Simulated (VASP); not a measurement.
# Sb (P4/mbm) in VASP: relaxation of cell and atoms with PBE

Aim: the relaxation of cell and atoms of Sb with PBE.

All numbers are computed with VASP 6.6.1; they aren't measurements. Logs are shortened: lines on timing, memory, paths and dates and some standing lists are left out, and cuts for length are marked.

**1. The cell of the first run**

It takes space group P4/mbm (No. 127, tetragonal). The conventional cell has a = 8.016 Å, b = 8.016 Å, c = 3.103 Å, α = 90.00°, β = 90.00°, γ = 90.00°. Sb (site symmetry m2m) has 5 Sb at 2.96 to 3.14 Å within 3.9 Å. Within 4.1 Å of Sb (site symmetry 4/m) lie 6 Sb at 3.10 to 3.14 Å.

The cell was built from a structure type or drawn by symmetry, and may not be a known phase.

**2. Relaxation of cell and atoms, PBE**

Contents of INCAR:

```
SYSTEM = Sb
ALGO = Normal ; EDIFF = 1E-7
EDIFFG = -0.01 ; ENCUT = 500
GGA = PE ; GGA_COMPAT = .FALSE.
IBRION = 2 ; ISIF = 3
ISMEAR = 0 ; LASPH = .TRUE.
LCHARG = .FALSE. ; LREAL = .FALSE.
LWAVE = .FALSE. ; NELM = 120
NELMIN = 4 ; NSW = 100
PREC = Accurate ; SIGMA = 0.1
```

Contents of KPOINTS:

```
k-points
0
G
  6 6 12
  0 0 0
```

Contents of POSCAR:

```
Sb
1.0
    8.0159981610      0.0000000000      0.0000000000
    0.0000000000      8.0159981610      0.0000000000
    0.0000000000      0.0000000000      3.1027834372
Sb
6
Direct
    0.1306867817      0.3693132183      0.0000000000
    0.3693132183      0.8693132183      0.0000000000
    0.8693132183      0.6306867817      0.0000000000
    0.6306867817      0.1306867817      0.0000000000
    0.0000000000      0.0000000000      0.0000000000
    0.5000000000      0.5000000000      0.0000000000
```

Potentials or basis: VASP PAW PBE potentials, release 64 (Sb).

Started as:

```bash
$ cat potpaw_PBE.64/Sb/POTCAR > POTCAR
$ mpirun -np 1 vasp_std > vasp.out
```

OUTCAR:

```text
SYSTEM = Sb
   EDIFF = 1E-7
   EDIFFG = -0.01
   ENCUT = 500
   GGA = PE
   IBRION = 2
   ISIF = 3
   ISMEAR = 0
   LASPH = .TRUE.
   LREAL = .FALSE.
   NELM = 120
   NELMIN = 4
   NSW = 100
   PREC = Accurate

 ion  position               nearest neighbor table
   1  0.131  0.369  0.000-   3 2.96   5 3.14   6 3.14
   2  0.369  0.869  0.000-   4 2.96   5 3.14   6 3.14
   3  0.869  0.631  0.000-   1 2.96   5 3.14   6 3.14
   4  0.631  0.131  0.000-   2 2.96   5 3.14   6 3.14
   5  0.000  0.000  0.000-   1 3.14   2 3.14   3 3.14   4 3.14
   6  0.500  0.500  0.000-   1 3.14   2 3.14   3 3.14   4 3.14

  LATTYP: Found a simple tetragonal cell.
 ALAT       =     8.0159981610
 C/A-ratio  =     0.3870738709

  Lattice vectors:

 A1 = (   8.0159981610,   0.0000000000,   0.0000000000)
 A2 = (   0.0000000000,   8.0159981610,   0.0000000000)
 A3 = (   0.0000000000,   0.0000000000,   3.1027834372)

Analysis of symmetry for initial positions (statically):
=====================================================================
 Subroutine PRICEL returns:
 Original cell was already a primitive cell.

 Routine SETGRP: Setting up the symmetry group for a
 simple tetragonal supercell.

 Subroutine GETGRP returns: Found 16 space group operations
 (whereof  8 operations were pure point group operations)
 out of a pool of 16 trial point group operations.

The static configuration has the point symmetry C_4h.
 The point group associated with its full space group is D_4h.

Analysis of symmetry for dynamics (positions and initial velocities):
=====================================================================
 Subroutine PRICEL returns:
 Original cell was already a primitive cell.

 Routine SETGRP: Setting up the symmetry group for a
 simple tetragonal supercell.

 Subroutine GETGRP returns: Found 16 space group operations
 (whereof  8 operations were pure point group operations)
 out of a pool of 16 trial point group operations.

The dynamic configuration has the point symmetry C_4h.
 The point group associated with its full space group is D_4h.

 Subroutine INISYM returns: Found 16 space group operations
 (whereof  8 operations are pure point group operations),
 and found     1 'primitive' translations

----------------------------------------------------------------------------------------

                                     Primitive cell

  volume of cell :     199.3732

  direct lattice vectors                    reciprocal lattice vectors
     8.015998161  0.000000000  0.000000000     0.124750528  0.000000000  0.000000000
     0.000000000  8.015998161  0.000000000     0.000000000  0.124750528  0.000000000
     0.000000000  0.000000000  3.102783437     0.000000000  0.000000000  0.322291265

  length of vectors
     8.015998161  8.015998161  3.102783437     0.124750528  0.124750528  0.322291265

  position of ions in fractional coordinates (direct lattice)
     0.130686782  0.369313218  0.000000000
     0.369313218  0.869313218  0.000000000
     0.869313218  0.630686782  0.000000000
     0.630686782  0.130686782  0.000000000
     0.000000000  0.000000000  0.000000000
     0.500000000  0.500000000  0.000000000

  ion indices of the primitive-cell ions
   primitive index   ion index
                 1           1
                 2           2
                 3           3
                 4           4
                 5           5
                 6           6

----------------------------------------------------------------------------------------

 KPOINTS: k-points

Automatic generation of k-mesh.
 Grid dimensions read from file:
 generate k-points for:    6    6   12

 Generating k-lattice:

  Cartesian coordinates                     Fractional coordinates (reciprocal lattice)
     0.020791755  0.000000000  0.000000000     0.166666667  0.000000000  0.000000000
     0.000000000  0.020791755  0.000000000     0.000000000  0.166666667  0.000000000
     0.000000000  0.000000000  0.026857605     0.000000000  0.000000000  0.083333333

  Length of vectors
     0.020791755  0.020791755  0.026857605

  Shift w.r.t. Gamma in fractional coordinates (k-lattice)
     0.000000000  0.000000000  0.000000000

 Subroutine IBZKPT returns following result:
 ===========================================

 Found     70 irreducible k-points:

 Following reciprocal coordinates:
            Coordinates               Weight
  0.000000  0.000000  0.000000      1.000000
  0.166667  0.000000  0.000000      4.000000
  0.333333  0.000000  0.000000      4.000000
  0.500000  0.000000  0.000000      2.000000
  0.166667  0.166667  0.000000      4.000000
  0.333333  0.166667  0.000000      8.000000
[... 16 lines left out ...]
  0.333333  0.000000  0.166667      8.000000
  0.500000  0.000000  0.166667      4.000000
 [... further k-points ...]
   k-points           NKPTS =     70   k-points in BZ     NKDIM =     70   number of bands    NBANDS=     19
   number of dos      NEDOS =    301   number of ions     NIONS =      6
   total plane-waves  NPLWV =  86400
   dimension x,y,z NGX =    60 NGY =   60 NGZ =   24
   dimension x,y,z NGXF=   120 NGYF=  120 NGZF=   48
   ions per type =               6
   NGX,Y,Z   is equivalent  to a cutoff of  12.44, 12.44, 12.86 a.u.
   NGXF,Y,Z  is equivalent  to a cutoff of  24.89, 24.89, 25.72 a.u.
 SYSTEM =  Sb
   PREC   = accura    normal or accurate (medium, high low for compatibility)
   ISTART =      0    job   : 0-new  1-cont  2-samecut
   ICHARG =      2    charge: 1-file 2-atom 10-const
   ISPIN  =      1    spin polarized calculation?
   LNONCOLLINEAR =      F non collinear calculations
   LSORBIT =      F    spin-orbit coupling
   LASPH  =      T    aspherical Exc in radial PAW
   ENCUT  =  500.0 eV  36.75 Ry    6.06 a.u.  14.62 14.62  5.66*2*pi/ulx,y,z
   NELM   =    120;   NELMIN=  4; NELMDL= -5     # of ELM steps
   EDIFF  = 0.1E-06   stopping-criterion for ELM
   LREAL  =      F    real-space projection
   EDIFFG = -.1E-01   stopping-criterion for IOM
   NSW    =    100    number of steps for IOM
   IBRION =      2    ionic relax: 0-MD 1-quasi-New 2-CG
   NFREE  =      1    steps in history (QN), initial steepest desc. (CG)
   ISIF   =      3    stress and relaxation
   ISYM   =      2    0-nonsym 1-usesym 2-fastsym
   POTIM  = 0.5000    time-step for ionic-motion
   TEBEG  =    0.0;   TEEND  =   0.0 temperature during run
   PSTRESS=    0.0 pullay stress
   NELECT =      30.0000    total number of electrons
   NUPDOWN=      -1.0000    fix difference up-down
   EMIN   =  10.00;   EMAX   =-10.00  energy-range for DOS
   EFERMI =   0.00;   METHOD = LEGACY
   ISMEAR =     0;   SIGMA  =   0.10  broadening in eV -4-tet -1-fermi 0-gaus
   EFERMI_NEDOS =   21; number of points for ismear=-14 and -15
   IALGO  =     38    algorithm
   IMIX   =      4    mixing-type and parameters
     AMIX     =   0.40;   BMIX     =  1.00
     AMIX_MAG =   1.60;   BMIX_MAG =  1.00
  volume/ion in A,a.u.               =      33.23       224.24
  Fermi-wavevector in a.u.,A,eV,Ry     =   0.870749  1.645477 10.315991  0.758204
  Thomas-Fermi vector in A             =   1.989759
   LORBIT       =      0    0 simple, 1 ext, 2 COOP (PROOUT), +10 PAW based schemes
   GGA     = PE    functional components
   LHFCALC =     F    Hartree Fock is set to
   AEXX    =    0.0000 exact exchange contribution
   IVDW    =     0    specifies the selected vdW correction
   LEPSILON=     F    determine dielectric tensor
   LRPA    =     F    only Hartree local field effects (RPA)
 conjugate gradient relaxation of ions
 non-spin polarized calculation
 Gauss-broadening in eV      SIGMA  =   0.10
  energy-cutoff  :      500.00
  volume of cell :      199.37
 maximum number of plane-waves:      5123
 NGX is ok and might be reduce to    60
   NGX = 29   NGY = 29   NGZ = 11

--------------------------------------- Ionic step        1  -------------------------------------------

 number of electron      29.9999999 magnetization

 Free energy of the ion-electron system (eV)
  ---------------------------------------------------
  ext. energy  EPLUGINS =         0.00000000
  ---------------------------------------------------
  free energy    TOTEN  =       -24.08158231 eV

  energy without entropy =      -24.06078544  energy(sigma->0) =      -24.07118387

------------------------ aborting loop because EDIFF is reached ----------------------------------------

  FORCE on cell =-STRESS in cart. coord.  units (eV):
  Direction    XX          YY          ZZ          XY          YZ          ZX
  --------------------------------------------------------------------------------------
  -------------------------------------------------------------------------------------
  Total       -2.0659592     -2.0659592      1.7260855      0.0000000      0.0000000      0.0000000
  in kB      -16.6022000    -16.6022000     13.8709497      0.0000000      0.0000000      0.0000000
  external PRESSURE =      -6.4444834 kB  Pullay stress =       0.0000000 kB

 VOLUME and BASIS-vectors are now :
 -----------------------------------------------------------------------------
  energy-cutoff  :      500.00
  volume of cell :      199.37
      direct lattice vectors                 reciprocal lattice vectors
     8.015998161  0.000000000  0.000000000     0.124750528  0.000000000  0.000000000
     0.000000000  8.015998161  0.000000000     0.000000000  0.124750528  0.000000000
     0.000000000  0.000000000  3.102783437     0.000000000  0.000000000  0.322291265
[... 121 lines left out ...]
 POSITION                                       TOTAL-FORCE (eV/Angst)
 -----------------------------------------------------------------------------------
      1.03304      2.92446      3.13545        -0.006046      0.006046     -0.000000
      2.92446      6.88196      0.00000         0.006046      0.006046      0.000000
      6.88196      4.99055      0.00000         0.006046     -0.006046      0.000000
      4.99055      1.03304      3.13545        -0.006046     -0.006046     -0.000000
      0.00000      0.00000      0.00000        -0.000000      0.000000     -0.000000
      3.95750      3.95750      0.00000        -0.000000      0.000000     -0.000000
 -----------------------------------------------------------------------------------
    total drift:                                0.000000      0.000000      0.000000

  FREE ENERGIE OF THE ION-ELECTRON SYSTEM (eV)
  ---------------------------------------------------
  free  energy   TOTEN  =       -24.1179197094 eV

  energy  without entropy=      -24.0971404241  energy(sigma->0) =      -24.10753007

--------------------------------------- Ionic step        5  -------------------------------------------

 number of electron      30.0000001 magnetization

 Free energy of the ion-electron system (eV)
  ---------------------------------------------------
  ext. energy  EPLUGINS =         0.00000000
  ---------------------------------------------------
  free energy    TOTEN  =       -24.11795358 eV

  energy without entropy =      -24.09719257  energy(sigma->0) =      -24.10757308

 E-fermi :   6.1653     XC(G=0):  -9.1347

 val. band max:        6.1509546448   @ k =   0.5000   0.3333   0.4167
 cond. band min:       6.1721366333   @ k =   0.5000   0.1667   0.0833
 fundamental gap:      0.0211819885
 Fermi energy:         6.1652996893

 k-point     1 :       0.0000    0.0000    0.0000
  band No.  band energies     occupation
      1      -5.9101      2.00000
      2      -4.5683      2.00000
      3      -4.3086      2.00000
      4      -3.4231      2.00000
      5      -3.4231      2.00000
      6      -2.7998      2.00000
[... 11 lines left out ...]
     18       8.5366      0.00000
     19       9.3924      0.00000
[... 485 lines left out ...]
 k-point    24 :       0.5000    0.0000    0.1667
  band No.  band energies     occupation
      1      -5.0261      2.00000
      2      -5.0261      2.00000
      3      -3.6760      2.00000
      4      -3.6760      2.00000
      5      -2.2843      2.00000
      6      -2.2843      2.00000
[... 11 lines left out ...]
     18       7.6719      0.00000
     19       8.0628      0.00000

 [... further k-points ...]
[... 5 lines left out ...]
  --------------------------------------------------------------------------------------
  -------------------------------------------------------------------------------------
  Total       -0.0331250     -0.0331250      0.0038334      0.0000000      0.0000000      0.0000000
  in kB       -0.2698878     -0.2698878      0.0312325      0.0000000      0.0000000      0.0000000
  external PRESSURE =      -0.1695144 kB  Pullay stress =       0.0000000 kB

 VOLUME and BASIS-vectors are now :
 -----------------------------------------------------------------------------
  energy-cutoff  :      500.00
  volume of cell :      196.65
      direct lattice vectors                 reciprocal lattice vectors
     7.916989220  0.000000000  0.000000000     0.126310643  0.000000000  0.000000000
     0.000000000  7.916989220  0.000000000     0.000000000  0.126310643  0.000000000
    -0.000000000  0.000000000  3.137349090    -0.000000000  0.000000000  0.318740431

 POSITION                                       TOTAL-FORCE (eV/Angst)
 -----------------------------------------------------------------------------------
      1.03304      2.92545      0.00000        -0.006035      0.006035     -0.000000
      2.92545      6.88395      0.00000         0.006035      0.006035      0.000000
      6.88395      4.99154      0.00000         0.006035     -0.006035      0.000000
      4.99154      1.03304      0.00000        -0.006035     -0.006035     -0.000000
      7.91699      0.00000      3.13735         0.000000      0.000000     -0.000000
      3.95849      3.95849      3.13735        -0.000000      0.000000     -0.000000
 -----------------------------------------------------------------------------------
    total drift:                                0.000000     -0.000000      0.000000

  FREE ENERGIE OF THE ION-ELECTRON SYSTEM (eV)
  ---------------------------------------------------
  free  energy   TOTEN  =       -24.1179535839 eV

  energy  without entropy=      -24.0971925699  energy(sigma->0) =      -24.10757308

 reached required accuracy - stopping structural energy minimisation
```

Run time: 4.8 min. Hardware: 1 thread of Intel Xeon 6975P-C (Granite Rapids), shared host; peak memory 0.42 GiB.

What came out:

```
Free energy                           : -24.1180 eV
Relaxed volume                        : 32.77 Å³/atom
Relaxed cell                          : a = 7.917 Å, b = 7.917 Å, c = 3.137 Å, α = 90.00°, β = 90.00°, γ = 90.00°
Space group after relaxing (to 0.1 Å) : P4/mbm (No. 127)
Energy gained by relaxing             : 6.1 meV/atom
Ionic steps                           : 5
Pressure after relaxing               : 0.0 GPa
Largest force after relaxing          : 0.009 eV/Å
Band gap on the k mesh                : zero (bands 15 and 16 overlap by 3.91 eV)
```

Forces on the atoms (eV/Å):
```
Sb  -0.006  0.006  0.000
Sb   0.006  0.006  0.000
Sb   0.006 -0.006  0.000
Sb  -0.006 -0.006  0.000
Sb   0.000  0.000  0.000
Sb   0.000  0.000  0.000
```

Step by step:
| step | energy change (eV) | largest force (eV/Å) | pressure (GPa) | volume (Å³) |
| --- | --- | --- | --- | --- |
| 1 | 0.0000 | 0.0528 | -0.64 | 199.37 |
| 2 | -0.0330 | 0.0066 | 0.29 | 195.48 |
| 3 | -0.0363 | 0.0074 | 0.05 | 196.37 |
| 4 | -0.0363 | 0.0085 | 0.03 | 196.43 |
| 5 | -0.0364 | 0.0085 | -0.02 | 196.65 |

Final structure:
```cif
data_structure
_symmetry_space_group_name_H-M 'P 1'
_symmetry_Int_Tables_number 1
_cell_length_a 7.9170
_cell_length_b 7.9170
_cell_length_c 3.1373
_cell_angle_alpha 90.000
_cell_angle_beta 90.000
_cell_angle_gamma 90.000
_cell_volume 196.65
loop_
_atom_site_label
_atom_site_type_symbol
_atom_site_fract_x
_atom_site_fract_y
_atom_site_fract_z
_atom_site_occupancy
Sb1 Sb 0.13048 0.36952 0.00000 1
Sb2 Sb 0.36952 0.86952 0.00000 1
Sb3 Sb 0.86952 0.63048 0.00000 1
Sb4 Sb 0.63048 0.13048 0.00000 1
Sb5 Sb 0.00000 0.00000 0.00000 1
Sb6 Sb 0.50000 0.50000 0.00000 1
```

Caveat: spin-orbit coupling is left out, which moves the levels of the heavy elements.
